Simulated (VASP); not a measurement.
# TiAl3 in VASP: a series of runs, part 2 of 3

VASP 6.6.1. Earlier steps stand in the parts before.

## (3) Single point, PBEsol (strain along c alone, the other axes held: +4.0 %)

Input file INCAR:

```
ALGO = Fast ; EDIFF = 1E-6
ENCUT = 520 ; GGA = PS
ISIF = 2 ; ISMEAR = 0
LASPH = T ; LCHARG = F
LREAL = F ; LWAVE = F
NBANDS = 18 ; NELM = 100
PREC = Accurate ; SIGMA = 0.1
```

Input file KPOINTS:

```
k-points
0
Gamma
  14 14 14
```

Input file POSCAR:

```
TiAl3
1.0
    3.9483448104      0.0000000000      0.0000000000
    0.0000000000      3.9483448104      0.0000000000
    0.0000000000      0.0000000000      4.1062786028
Ti Al
1 3
Direct
    0.0000000000      0.0000000000      0.0000000000
    0.5000000000      0.5000000000      0.0000000000
    0.5000000000      0.0000000000      0.5000000000
    0.0000000000      0.5000000000      0.5000000000
```

Potentials or basis: VASP PAW PBE potentials, release 64 (Ti_sv, Al).

Command:

```
cat potpaw_PBE.64/Ti_sv/POTCAR potpaw_PBE.64/Al/POTCAR > POTCAR
mpirun -np 1 vasp_std > vasp.out
```

OUTCAR:

```text
EDIFF = 1E-6
   ENCUT = 520
   GGA = PS
   ISIF = 2
   ISMEAR = 0
   LASPH = T
   LREAL = F
   NELM = 100
   PREC = Accurate

 ion  position               nearest neighbor table
   1  0.000  0.000  0.000-   2 2.79   2 2.79   2 2.79   2 2.79   4 2.85   3 2.85   4 2.85   4 2.85
                             4 2.85   3 2.85   3 2.85   3 2.85
   2  0.500  0.500  0.000-   1 2.79   1 2.79   1 2.79   1 2.79   4 2.85   3 2.85   3 2.85   3 2.85
                             4 2.85   4 2.85   4 2.85   3 2.85
   3  0.500  0.000  0.500-   4 2.79   4 2.79   4 2.79   4 2.79   2 2.85   2 2.85   2 2.85   2 2.85
                             1 2.85   1 2.85   1 2.85   1 2.85
   4  0.000  0.500  0.500-   3 2.79   3 2.79   3 2.79   3 2.79   2 2.85   1 2.85   2 2.85   1 2.85
                             2 2.85   1 2.85   2 2.85   1 2.85

  LATTYP: Found a simple tetragonal cell.
 ALAT       =     3.9483448104
 C/A-ratio  =     1.0400000000

  Lattice vectors:

 A1 = (   3.9483448104,   0.0000000000,   0.0000000000)
 A2 = (   0.0000000000,   3.9483448104,   0.0000000000)
 A3 = (   0.0000000000,   0.0000000000,   4.1062786028)

Analysis of symmetry for initial positions (statically):
=====================================================================
 Subroutine PRICEL returns:
 Original cell was already a primitive cell.

 Routine SETGRP: Setting up the symmetry group for a
 simple tetragonal supercell.

 Subroutine GETGRP returns: Found 16 space group operations
 (whereof 16 operations were pure point group operations)
 out of a pool of 16 trial point group operations.

The static configuration has the point symmetry D_4h.

Analysis of symmetry for dynamics (positions and initial velocities):
=====================================================================
 Subroutine PRICEL returns:
 Original cell was already a primitive cell.

 Routine SETGRP: Setting up the symmetry group for a
 simple tetragonal supercell.

 Subroutine GETGRP returns: Found 16 space group operations
[... 123 lines left out ...]
   EFERMI_NEDOS =   21; number of points for ismear=-14 and -15
   IALGO  =     68    algorithm
   IMIX   =      4    mixing-type and parameters
     AMIX     =   0.40;   BMIX     =  1.00
     AMIX_MAG =   1.60;   BMIX_MAG =  1.00
  volume/ion in A,a.u.               =      16.00       108.00
  Fermi-wavevector in a.u.,A,eV,Ry     =   1.129072  2.133637 17.344764  1.274804
  Thomas-Fermi vector in A             =   2.265764
   LORBIT       =      0    0 simple, 1 ext, 2 COOP (PROOUT), +10 PAW based schemes
   GGA     = PS    functional components
   LHFCALC =     F    Hartree Fock is set to
   AEXX    =    0.0000 exact exchange contribution
   IVDW    =     0    specifies the selected vdW correction
   LEPSILON=     F    determine dielectric tensor
   LRPA    =     F    only Hartree local field effects (RPA)
 non-spin polarized calculation
 RMM-DIIS sequential band-by-band and
 Gauss-broadening in eV      SIGMA  =   0.10
  energy-cutoff  :      520.00
  volume of cell :       64.01
 maximum number of plane-waves:      1751
 NGX is ok and might be reduce to    30

 number of electron      20.9999997 magnetization

 Free energy of the ion-electron system (eV)
  ---------------------------------------------------
  ext. energy  EPLUGINS =         0.00000000
  ---------------------------------------------------
  free energy    TOTEN  =       -22.07351967 eV

  energy without entropy =      -22.06201998  energy(sigma->0) =      -22.06776983

 E-fermi :   8.6770     XC(G=0): -10.7791

 val. band max:        8.6762174171   @ k =   0.2857   0.0714   0.2857
 cond. band min:       8.6786235488   @ k =   0.4286   0.2143   0.2143
 fundamental gap:      0.0024061317
 Fermi energy:         8.6770267253

 k-point     1 :       0.0000    0.0000    0.0000
  band No.  band energies     occupation
      1     -48.1199      2.00000
      2     -24.5360      2.00000
      3     -24.5071      2.00000
      4     -24.5071      2.00000
      5      -1.9386      2.00000
      6       5.4494      2.00000
[... 481 lines left out ...]
      5      -0.3174      2.00000
      6       2.3879      2.00000
[... 10 lines left out ...]
     17      13.2556      0.00000
     18      13.7388      0.00000

 [... further k-points ...]
[... 5 lines left out ...]
  --------------------------------------------------------------------------------------
  -------------------------------------------------------------------------------------
  Total       -0.9409445     -0.9409445     -2.7071987      0.0000000      0.0000000      0.0000000
  in kB      -23.5502782    -23.5502782    -67.7566867      0.0000000      0.0000000      0.0000000
  external PRESSURE =     -38.2857477 kB  Pullay stress =       0.0000000 kB

 VOLUME and BASIS-vectors are now :
 -----------------------------------------------------------------------------
  energy-cutoff  :      520.00
  volume of cell :       64.01
      direct lattice vectors                 reciprocal lattice vectors
     3.948344810  0.000000000  0.000000000     0.253270686  0.000000000  0.000000000
     0.000000000  3.948344810  0.000000000     0.000000000  0.253270686  0.000000000
     0.000000000  0.000000000  4.106278603     0.000000000  0.000000000  0.243529506

 POSITION                                       TOTAL-FORCE (eV/Angst)
 -----------------------------------------------------------------------------------
      0.00000      0.00000      0.00000         0.000000      0.000000      0.000000
      1.97417      1.97417      0.00000         0.000000      0.000000      0.000000
      1.97417      0.00000      2.05314         0.000000      0.000000      0.000000
      0.00000      1.97417      2.05314         0.000000      0.000000      0.000000
 -----------------------------------------------------------------------------------
    total drift:                                0.000000     -0.000000      0.000000

  FREE ENERGIE OF THE ION-ELECTRON SYSTEM (eV)
  ---------------------------------------------------
  free  energy   TOTEN  =       -22.0735196748 eV

  energy  without entropy=      -22.0620199819  energy(sigma->0) =      -22.06776983
```

stdout:

```text
POSCAR found type information on POSCAR TiAl
 POSCAR found :  2 types and       4 ions
 scaLAPACK will be used
 -----------------------------------------------------------------------------
|                                                                             |
|                                                                             |
|     You enforced a specific xc type in the INCAR file but a different       |
|     I HOPE YOU KNOW WHAT YOU ARE DOING!                                     |
|                                                                             |
 -----------------------------------------------------------------------------

 LDA part: xc-table for (Slater+PW92), standard interpolation
 POSCAR, INCAR and KPOINTS ok, starting setup
 FFT: planning ... GRIDC
 FFT: planning ... GRID_SOFT
 FFT: planning ... GRID
 WAVECAR not read
 entering main loop
WARNING in EDDRMM: call to ZHEGV failed, returncode =   6  3      7
WARNING in EDDRMM: call to ZHEGV failed, returncode =   8  4     13
WARNING in EDDRMM: call to ZHEGV failed, returncode =   6  3     11
WARNING in EDDRMM: call to ZHEGV failed, returncode =   6  3     11
WARNING in EDDRMM: call to ZHEGV failed, returncode =   6  3      7
WARNING in EDDRMM: call to ZHEGV failed, returncode =   8  4      6
WARNING in EDDRMM: call to ZHEGV failed, returncode =   6  3     17
WARNING in EDDRMM: call to ZHEGV failed, returncode =   6  3     16
WARNING in EDDRMM: call to ZHEGV failed, returncode =   6  3      7
WARNING in EDDRMM: call to ZHEGV failed, returncode =   6  3      9
```

It took 6.4 min on 1 thread of Intel Xeon 6975P-C (Granite Rapids), shared host; peak memory 0.41 GiB.

Results:

```
Free energy            : -22.0735 eV
Pressure               : -3.8 GPa
Band gap on the k mesh : zero (an odd number of electrons rules out a gap without spin polarisation)
```

Stress tensor (GPa, compression positive):
```
-2.36  0.00  0.00
 0.00 -2.36  0.00
 0.00  0.00 -6.78
```

Levels at points of the mesh, in eV from the Fermi level:
| k point | band 7 | band 8 | band 9 | band 10 | band 11 | band 12 | band 13 | band 14 |
| --- | --- | --- | --- | --- | --- | --- | --- | --- |
| (0.00, 0.00, 0.00) | -2.85 | -2.50 | -1.93 | -1.93 | 0.13 | 0.13 | 0.22 | 0.72 |
| (0.50, 0.00, 0.00) | -2.43 | -2.15 | -2.05 | 0.39 | 0.40 | 0.67 | 0.92 | 1.01 |
| (0.50, 0.50, 0.00) | -5.92 | -4.93 | -1.36 | -1.36 | 0.38 | 0.87 | 0.92 | 1.19 |
| (0.00, 0.00, 0.50) | -2.09 | -2.09 | -2.04 | 0.41 | 0.66 | 0.86 | 0.86 | 1.08 |
| (0.50, 0.00, 0.50) | -6.06 | -4.94 | -1.19 | -1.08 | 0.71 | 0.71 | 1.10 | 1.24 |
| (0.50, 0.50, 0.50) | -5.06 | -4.85 | -3.54 | -3.38 | -3.38 | 0.10 | 1.09 | 1.24 |

Caveat: the cell differs from its parent crystal (strain along c alone, the other axes held: +4.0 %); the cell stands under tension; the PAW data sets were made with another functional, which shifts forces and pressure a little.

## (4) Single point, PBEsol

This run uses another cell than the first one: it holds 12 atoms, not 4.

Input file INCAR:

```
  PREC = Accurate
  ENCUT = 520
  EDIFF = 1E-7
  ISMEAR = 0
  SIGMA = 0.15
  LREAL = False
  LASPH = True
  NELM = 100
  ALGO = Fast
  ISIF = 2
  LWAVE = False
  LCHARG = True
  GGA = PS
  LELF = True
  LVHAR = True
  NBANDS = 44
```

Input file KPOINTS:

```
regular mesh
0
Gamma
  12 12 4
```

Input file POSCAR:

```
TiAl3
1.0
    0.0000000000     -3.9483448101      0.0000000000
    0.0000000000      0.0000000000     -3.9483448101
   11.8450344302      0.0000000000      0.0000000000
Ti Al
3 9
Direct
    0.0000000000      1.0000000000      0.3333333333
    0.0000000000      1.0000000000      0.6666666667
    0.0000000000      1.0000000000      0.0000000000
    0.5000000000      0.0000000000      0.1666666667
    0.5000000000      0.0000000000      0.5000000000
    0.5000000000      0.0000000000      0.8333333333
    0.0000000000      0.5000000000      0.1666666667
    0.0000000000      0.5000000000      0.5000000000
    0.0000000000      0.5000000000      0.8333333333
    0.5000000000      0.5000000000      0.0000000000
    0.5000000000      0.5000000000      0.3333333333
    0.5000000000      0.5000000000      0.6666666667
```

Potentials or basis: VASP PAW PBE potentials, release 64 (Ti_sv, Al).

Command:

```
cat potpaw_PBE.64/Ti_sv/POTCAR potpaw_PBE.64/Al/POTCAR > POTCAR
mpirun -np 1 vasp_std > vasp.out
```

OUTCAR:

```text
PREC = Accurate
   ENCUT = 520
   EDIFF = 1E-7
   ISMEAR = 0
   LREAL = False
   LASPH = True
   NELM = 100
   ISIF = 2
   GGA = PS

 ion  position               nearest neighbor table
   1  0.000  0.000  0.333-   4 2.79   7 2.79   7 2.79   4 2.79  11 2.79  11 2.79  11 2.79  11 2.79
                             8 2.79   5 2.79   8 2.79   5 2.79
   2  0.000  0.000  0.667-   6 2.79   9 2.79   9 2.79   6 2.79  12 2.79  12 2.79  12 2.79  12 2.79
                             5 2.79   8 2.79   5 2.79   8 2.79
   3  0.000  0.000  0.000-  10 2.79  10 2.79  10 2.79  10 2.79   4 2.79   7 2.79   9 2.79   6 2.79
                             4 2.79   6 2.79   7 2.79   9 2.79
   4  0.500  0.000  0.167-   1 2.79  11 2.79  11 2.79   1 2.79   7 2.79   7 2.79   7 2.79   7 2.79
                            10 2.79   3 2.79  10 2.79   3 2.79
   5  0.500  0.000  0.500-   8 2.79   8 2.79   8 2.79   8 2.79  12 2.79   2 2.79  11 2.79  12 2.79
                             1 2.79   2 2.79   1 2.79  11 2.79
   6  0.500  0.000  0.833-   2 2.79  12 2.79  12 2.79   2 2.79   9 2.79   9 2.79   9 2.79   9 2.79
                            10 2.79   3 2.79  10 2.79   3 2.79
   7  0.000  0.500  0.167-   1 2.79  11 2.79   1 2.79  11 2.79   4 2.79   4 2.79   4 2.79   4 2.79
                            10 2.79  10 2.79   3 2.79   3 2.79
   8  0.000  0.500  0.500-   5 2.79   5 2.79   5 2.79   5 2.79  12 2.79   1 2.79   2 2.79   2 2.79
                             1 2.79  11 2.79  12 2.79  11 2.79
   9  0.000  0.500  0.833-   2 2.79  12 2.79   2 2.79  12 2.79   6 2.79   6 2.79   6 2.79   6 2.79
                            10 2.79  10 2.79   3 2.79   3 2.79
  10  0.500  0.500  0.000-   3 2.79   3 2.79   3 2.79   3 2.79   9 2.79   4 2.79   4 2.79   6 2.79
                             6 2.79   7 2.79   9 2.79   7 2.79
  11  0.500  0.500  0.333-   4 2.79   7 2.79   4 2.79   7 2.79   1 2.79   1 2.79   1 2.79   1 2.79
                             5 2.79   8 2.79   8 2.79   5 2.79
  12  0.500  0.500  0.667-   6 2.79   9 2.79   6 2.79   9 2.79   2 2.79   2 2.79   2 2.79   2 2.79
                             8 2.79   8 2.79   5 2.79   5 2.79

  LATTYP: Found a simple tetragonal cell.
 ALAT       =     3.9483448101
 C/A-ratio  =     3.0000000000

  Lattice vectors:

 A1 = (   0.0000000000,  -3.9483448101,   0.0000000000)
 A2 = (   0.0000000000,   0.0000000000,  -3.9483448101)
[... 192 lines left out ...]
 number of electron      62.9999990 magnetization

 Free energy of the ion-electron system (eV)
  ---------------------------------------------------
  ext. energy  EPLUGINS =         0.00000000
  ---------------------------------------------------
  free energy    TOTEN  =       -66.39680308 eV

  energy without entropy =      -66.31176075  energy(sigma->0) =      -66.35428192

 E-fermi :   9.1149     XC(G=0): -10.9374

 val. band max:        9.1132466254   @ k =   0.5000   0.0000   0.2500
 cond. band min:       9.1339002692   @ k =   0.1667   0.0833   0.5000
 fundamental gap:      0.0206536438
 Fermi energy:         9.1148671279

 k-point     1 :       0.0000    0.0000    0.0000
  band No.  band energies     occupation
      1     -47.5976      2.00000
      2     -47.5969      2.00000
      3     -47.5969      2.00000
      4     -24.0219      2.00000
      5     -24.0219      2.00000
      6     -24.0060      2.00000
[... 1093 lines left out ...]
     42      10.9360      0.00000
     43      12.0558      0.00000

 [... further k-points ...]

 [bands above 43 left out]

------------------------ aborting loop because EDIFF is reached ----------------------------------------

  FORCE on cell =-STRESS in cart. coord.  units (eV):
  Direction    XX          YY          ZZ          XY          YZ          ZX
  --------------------------------------------------------------------------------------
  -------------------------------------------------------------------------------------
  Total        0.1665641      0.1665580      0.1665580      0.0000000      0.0000000     -0.0000000
  in kB        1.4451916      1.4451388      1.4451388      0.0000000      0.0000000     -0.0000000
  external PRESSURE =       1.4451564 kB  Pullay stress =       0.0000000 kB

 VOLUME and BASIS-vectors are now :
 -----------------------------------------------------------------------------
  energy-cutoff  :      520.00
  volume of cell :      184.66
      direct lattice vectors                 reciprocal lattice vectors
     0.000000000 -3.948344810  0.000000000     0.000000000 -0.253270686  0.000000000
     0.000000000  0.000000000 -3.948344810     0.000000000  0.000000000 -0.253270686
    11.845034430  0.000000000  0.000000000     0.084423562  0.000000000  0.000000000

 POSITION                                       TOTAL-FORCE (eV/Angst)
 -----------------------------------------------------------------------------------
      3.94834      0.00000      0.00000         0.000000     -0.000000     -0.000000
      7.89669      0.00000      0.00000        -0.000000      0.000000     -0.000000
      0.00000      0.00000      0.00000         0.000000     -0.000000      0.000000
      1.97417     -1.97417      0.00000         0.000000      0.000000     -0.000000
      5.92252     -1.97417      0.00000         0.000000      0.000000     -0.000000
      9.87086     -1.97417      0.00000         0.000000     -0.000000     -0.000000
      1.97417      0.00000     -1.97417         0.000000      0.000000     -0.000000
      5.92252      0.00000     -1.97417         0.000000      0.000000     -0.000000
      9.87086      0.00000     -1.97417         0.000000      0.000000     -0.000000
      0.00000     -1.97417     -1.97417         0.000000     -0.000000      0.000000
      3.94834     -1.97417     -1.97417         0.000000     -0.000000      0.000000
      7.89669     -1.97417     -1.97417         0.000000      0.000000     -0.000000
 -----------------------------------------------------------------------------------
    total drift:                                0.000000      0.000000      0.000000

  FREE ENERGIE OF THE ION-ELECTRON SYSTEM (eV)
  ---------------------------------------------------
  free  energy   TOTEN  =       -66.3968030813 eV

  energy  without entropy=      -66.3117607538  energy(sigma->0) =      -66.35428192
```

Wall time 26 min (1 thread of Intel Xeon 6975P-C (Granite Rapids), shared host); peak memory 0.64 GiB.

Results:

```yaml
Free_energy: -66.3968 eV
Pressure: 0.1 GPa
Band_gap_on_the_k_mesh: zero (an odd number of electrons rules out a gap without spin polarisation)
```

Caveat: the PAW data sets were made with another functional, which shifts forces and pressure a little.

(Continued in part 3 of 3.)

The gap in the log of VASP goes by the Fermi energy; the results here count the filled bands.